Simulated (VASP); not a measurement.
# AlMo3C: single point with PBE

The system is AlMo3C.

```
CELL_PARAMETERS angstrom
4.14475 0.00000 0.00000
0.00000 4.14475 0.00000
0.00000 0.00000 4.14475
ATOMIC_POSITIONS crystal
Al 0.00000 0.00000 0.00000
Mo 0.00000 0.50000 0.50000
Mo 0.50000 0.00000 0.50000
Mo 0.50000 0.50000 0.00000
C 0.50000 0.50000 0.50000
```

The cell was built from a structure type or drawn by symmetry, and may not be a known phase.

```
Program             : VASP 6.6.1
Task                : single point
Functional          : PBE
Potentials or basis : VASP PAW PBE potentials, release 64 (Al, Mo_sv, C)
Cutoff              : 520 eV
k mesh              : 4 × 4 × 4
Occupations         : gaussian, width 0.1 eV
Spin                : no spin polarisation
```

| Property | Result |
| --- | --- |
| Pressure | 0.3 GPa |
| Band gap on the k mesh | zero (an odd number of electrons rules out a gap without spin polarisation) |

Levels at points of the mesh, in eV from the Fermi level:
| k point | band 22 | band 23 | band 24 | band 25 | band 26 | band 27 |
| --- | --- | --- | --- | --- | --- | --- |
| (0.00, 0.00, 0.00) | -1.92 | 0.28 | 0.28 | 0.28 | 1.29 | 1.29 |
| (0.50, 0.00, 0.00) | -1.77 | -0.64 | -0.55 | 0.40 | 0.40 | 0.85 |
| (0.50, 0.50, 0.00) | -1.25 | -1.05 | -1.05 | 0.10 | 0.22 | 1.03 |
| (0.50, 0.50, 0.50) | -1.25 | -1.25 | -1.15 | -1.15 | -1.15 | 1.03 |

Run time: 9.7 s on 1 thread of Intel(R) Xeon(R) 6975P-C (Granite Rapids) (shared host), peak memory 0.17 GiB.

Caveat: the k points lie up to 0.38 Å⁻¹ apart, too coarse for converged energies and pressures of a metal.
